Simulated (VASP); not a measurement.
Write the native input for VASP 6.6.1 that does the following.

| Item | Value |
| --- | --- |
| Task | single point |
| Functional | r2SCAN |
| Potentials or basis | VASP PAW PBE potentials, release 64 (Zn, Sn_d, P) |
| Cutoff | 550 eV |
| k mesh | 6 × 6 × 6 |
| Occupations | gaussian, width 0.01 eV |
| Spin | no spin polarisation |
| Dipole correction | no |
| Further INCAR settings | ALGO = Normal; EDIFF = 1e-06; NBANDS = 46 |

Crystal: ZnSnP2.

```
Zn Sn P
1.0
    -2.82521    2.82521    5.66357
     2.82521   -2.82521    5.66357
     2.82521    2.82521   -5.66357
Zn Sn P
2 2 4
Direct
  0.75000 0.25000 0.50000
  0.00000 0.00000 0.00000
  0.25000 0.75000 0.50000
  0.50000 0.50000 0.00000
  0.37500 0.35326 0.47826
  0.64674 0.12500 0.02174
  0.10326 0.62500 0.97826
  0.87500 0.89674 0.52174
```

One way to write it, as run:

POSCAR

```
ZnSnP2
1.0
   -2.8252091623      2.8252091623      5.6635692240
    2.8252091623     -2.8252091623      5.6635692240
    2.8252091623      2.8252091623     -5.6635692240
Zn Sn P
2 2 4
Direct
    0.7500000000      0.2500000000      0.5000000000
    0.0000000000      0.0000000000      0.0000000000
    0.2500000000      0.7500000000      0.5000000000
    0.5000000000      0.5000000000      0.0000000000
    0.3750000000      0.3532625018      0.4782625018
    0.6467374982      0.1250000000      0.0217374982
    0.1032625018      0.6250000000      0.9782625018
    0.8750000000      0.8967374982      0.5217374982
```

INCAR.step1

```
  ALGO = Normal
  EDIFF = 1E-5
  ENCUT = 550
  GGA = PE
  GGA_COMPAT = False
  ISMEAR = 0
  LASPH = True
  LCHARG = False
  LREAL = False
  LWAVE = True
  NBANDS = 46
  NELM = 120
  PREC = Accurate
  SIGMA = 0.01
```

INCAR.step2

```
  ALGO = Normal
  EDIFF = 1E-6
  ENCUT = 550
  GGA_COMPAT = False
  ISIF = 2
  ISMEAR = 0
  ISTART = 1
  LASPH = True
  LCHARG = False
  LMIXTAU = True
  LREAL = False
  LWAVE = False
  METAGGA = R2SCAN
  NBANDS = 46
  NELM = 120
  PREC = Accurate
  SIGMA = 0.01
```

KPOINTS

```
k-points
0
Gamma
  6 6 6
```

Potentials or basis: VASP PAW PBE potentials, release 64 (Zn, Sn_d, P).

Command:

```sh
$ cat potpaw_PBE.64/Zn/POTCAR potpaw_PBE.64/Sn_d/POTCAR potpaw_PBE.64/P/POTCAR > POTCAR
$ cp INCAR.step1 INCAR
$ mpirun -np 1 vasp_std > vasp.out
$ cp INCAR.step2 INCAR
$ mpirun -np 1 vasp_std > vasp.out
```

It gave:

- Pressure: -0.1 GPa
- Largest force: 0.018 eV/Å
- Band gap on the k mesh: 1.25 eV

Caveat: the PAW data sets were made with another functional, which shifts forces and pressure a little; spin-orbit coupling is left out, which moves the levels of the heavy elements.

It took 16 min on 1 thread of Intel(R) Xeon(R) Platinum 8488C (Sapphire Rapids), with other jobs on the host, peak memory 0.56 GiB.
